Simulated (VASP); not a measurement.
Co:

```
Co
1.0
     2.42738    0.00000    0.00000
    -1.21369    2.10217    0.00000
     0.00000    0.00000    3.92305
Co
2
Direct
  0.33333 0.66667 0.25000
  0.66667 0.33333 0.75000
```

Base run:

```yaml
Program: VASP 6.6.1
Functional: LDA
Potentials_or_basis: VASP PAW LDA potentials, release 64 (Co)
Cutoff: 520 eV
k_mesh: 15 × 15 × 8
Occupations: methfessel-paxton, width 0.6 eV
Spin: collinear spin, ferromagnetic start
Starting_moments: "[1.558, 1.558] μB"
```

Its results: pressure -3.2 GPa; net moment 2.77 μB per cell; site moments Co +1.38 μB.

**Question.** The run is repeated on the same cell with these changes: occupations from methfessel-paxton, width 0.6 eV to methfessel-paxton, width 0.03 eV. What comes out?

**Answer.** Pressure -0.9 GPa; net moment 3.02 μB per cell; site moments Co +1.50 μB.

Caveats: the cell stands under tension (at least some runs); so wide a smearing shifts energies and pressures (at least some runs).
